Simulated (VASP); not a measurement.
A run of VASP 6.6.1 is set up as follows.

File INCAR:

```
SYSTEM = ZnS
  PREC = Accurate
  ENCUT = 520
  EDIFF = 1E-6
  ISMEAR = -1
  SIGMA = 0.02
  LREAL = .FALSE.
  LASPH = .TRUE.
  NELM = 100
  ALGO = Normal
  ISIF = 2
  LWAVE = .FALSE.
  LCHARG = .FALSE.
  GGA = PE
  NBANDS = 16
```

File KPOINTS:

```
regular mesh
0
G
  14 14 14
  0 0 0
```

The input POSCAR:

```
ZnS
1.0
    0.0000000000      2.7072500000      2.7613950000
    2.7072500000      0.0000000000      2.7613950000
    2.7072500000      2.7072500000      0.0000000000
Zn S
1 1
Direct
    0.0000000000      0.0000000000      0.0000000000
    0.2500000000      0.2500000000      0.2500000000
```

Potentials or basis: VASP PAW PBE potentials, release 64 (Zn, S).

Run with:

```sh
$ cat potpaw_PBE.64/Zn/POTCAR potpaw_PBE.64/S/POTCAR > POTCAR
$ mpirun -np 1 vasp_std > vasp.out
```

**Question.** Estimate the pressure.

**Answer.** -0.1 GPa.

**Question.** What does it give for the band gap on the k mesh?

**Answer.** 1.98 eV.

Stress tensor (GPa, compression positive):
```
 0.16  0.00  0.00
 0.00  0.16  0.00
 0.00  0.00 -0.68
```

Caveat: the cell differs from its parent crystal (z stretched by +2 %, then relaxed in part). A k mesh can miss the band edges.
